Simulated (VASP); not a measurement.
Set up this calculation in VASP 6.6.1, as the native input.

* Task: single point
* Functional: PBE
* Potentials or basis: VASP PAW PBE potentials, release 64 (Al, Ru_pv)
* Cutoff: 520 eV
* k mesh: 18 × 18 × 18
* Occupations: gaussian, width 0.15 eV
* Spin: no spin polarisation
* Dipole correction: no
* Further INCAR settings: ALGO = Fast; EDIFF = 1e-06; NBANDS = 16

The structure of AlRu lies in POSCAR:

```
AlRu
1.0
    3.1581339715      0.0000000000      0.0000000000
    0.0000000000      3.1581339715      0.0000000000
    0.0000000000      0.0000000000      2.6844138758
Al Ru
1 1
Direct
    0.0000000000      0.0000000000      0.0000000000
    0.5000000000      0.5000000000      0.5000000000
```

This cell differs from its parent crystal: ratio of the length along z to the lengths across it x 0.85, volume and fractional coordinates fixed.

The input as run:

INCAR

```
PREC = Accurate
ENCUT = 520
EDIFF = 1E-6
ISMEAR = 0
SIGMA = 0.15
LREAL = False
LASPH = True
NELM = 100
ALGO = Fast
ISIF = 2
LWAVE = False
LCHARG = False
GGA = PE
NBANDS = 16
```

KPOINTS

```
Automatic mesh
0
Gamma
  18 18 18
```

Potentials or basis: VASP PAW PBE potentials, release 64 (Al, Ru_pv).

Command:

```bash
$ cat potpaw_PBE.64/Al/POTCAR potpaw_PBE.64/Ru_pv/POTCAR > POTCAR
$ mpirun -np 1 vasp_std > vasp.out
```

Results of the run:

The pressure is 6.3 GPa.

Wall time 2.1 min on 1 thread of Intel Xeon 6975P-C, with other jobs on the host, peak memory 0.32 GiB.
